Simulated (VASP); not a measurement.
Write the native input for VASP 6.6.1 that does the following.

* Task: single point
* Functional: PBE
* Potentials or basis: VASP PAW PBE potentials, release 64 (Ni, O)
* Cutoff: 520 eV
* k mesh: 8 × 8 × 8
* Occupations: gaussian, width 0.05 eV
* Spin: collinear spin, ferromagnetic start
* Starting moments: [1.91, 0.0] μB
* Hubbard terms: Ni d U = 6.2 eV
* Dipole correction: no
* Further INCAR settings: ALGO = Normal; EDIFF = 1e-06; NBANDS = 19

The structure of NiO lies in POSCAR:

```
NiO
1.0
    0.0000000000      2.1338354365      2.1338354365
    2.1338354365      0.0000000000      2.1338354365
    2.1338354365      2.1338354365      0.0000000000
Ni O
1 1
Direct
    0.0000000000      0.0000000000      0.0000000000
    0.5000000000      0.5000000000      0.5000000000
```

These files were run (other wordings do the same):

INCAR

```
ALGO     = Normal         # electronic algorithm
EDIFF    = 1E-6           # SCF threshold, eV
ENCUT    = 520            # plane-wave cutoff, eV
GGA      = PE             # functional
ISIF     = 2              # what is computed and relaxed
ISMEAR   = 0              # smearing method
ISPIN    = 2              # spin polarisation
LASPH    = T              # aspherical terms in the spheres
LCHARG   = T              # write CHGCAR
LDAU     = T              # DFT+U
LDAUJ    = 0 0          
LDAUL    = 2 -1           # shell
LDAUPRINT= 1            
LDAUTYPE = 2            
LDAUU    = 6.2 0          # U, eV
LELF     = T              # ELF
LMAXMIX  = 4              # l up to which the mixer works
LORBIT   = 11             # projections on sites
LREAL    = F              # projectors in reciprocal space
LVHAR    = T            
LWAVE    = F              # write WAVECAR
MAGMOM   = 1.91 0         # initial moments
NBANDS   = 19             # bands
NELM     = 150            # most SCF steps
PREC     = Accurate       # precision mode
SIGMA    = 0.05           # smearing width, eV
```

KPOINTS

```
k-points
0
Gamma
  8 8 8
```

Potentials or basis: VASP PAW PBE potentials, release 64 (Ni, O).

The run is started by

```console
$ cat potpaw_PBE.64/Ni/POTCAR potpaw_PBE.64/O/POTCAR > POTCAR
$ mpirun -np 1 vasp_std > vasp.out
```

It gave:

| Quantity | Value |
| --- | --- |
| Pressure | -8.2 GPa |
| Band gap on the k mesh | 2.36 eV, indirect (least direct gap 3.21 eV) |
| Net moment | 2.00 μB per cell |
| Site moments | Ni +1.83; O +0.16 μB |
| Valence electrons inside the program's atomic spheres | Ni 8.88; O 5.00 |

Caveat: a cell with one magnetic atom can't hold antiferromagnetic order, which such compounds often take.

Run time: 20 s on 1 thread of Intel(R) Xeon(R) Platinum 8488C (Sapphire Rapids) (shared host), peak memory 0.15 GiB.
